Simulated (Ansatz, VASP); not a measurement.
**In6O: VASP beside Ansatz**

```
In O
1.0
     5.75891    0.00000    0.00000
    -2.87946    4.98736    0.00000
     0.00000    0.00000   12.00086
In O
12 2
Direct
  0.66142 0.67360 0.62595
  0.01218 0.67360 0.87405
  0.32640 0.33858 0.87405
  0.01218 0.33858 0.62595
  0.66142 0.98782 0.87405
  0.32640 0.98782 0.62595
  0.98782 0.66142 0.37405
  0.33858 0.01218 0.12595
  0.98782 0.32640 0.12595
  0.67360 0.01218 0.37405
  0.67360 0.66142 0.12595
  0.33858 0.32640 0.37405
  0.66667 0.33333 0.75000
  0.33333 0.66667 0.25000
```

Alike in both runs: functional PBE; k mesh 3 × 3 × 2; occupations gaussian, width 0.2 eV; no spin polarisation.

Ansatz relaxed the structure, and its values are those at the end. VASP's run is a single point on that final structure, the one shown.

|  | VASP | Ansatz |
| --- | --- | --- |
| version | VASP 6.6.1 | Ansatz 0.2.0 |
| potentials or method | VASP PAW PBE potentials, release 64 (In_d, O), cutoff 520 eV | scalar-relativistic, plane waves, PAW |
| valence electrons in the cell | 168 | 168 |

|  | VASP | Ansatz | Ansatz less VASP |
| --- | --- | --- | --- |
| gap on the k mesh at the Fermi level (eV) | none | none | - |
| pressure (GPa) | -0.1 | 0.0 | +0.02 |
| rms of the force components (eV/Å) | 0.014 | 0.014 | +0.0001 |

A gap of «none» marks a metal or a gap that the smearing closes.

The k mesh is coarse, so the values compare programs but aren't converged.
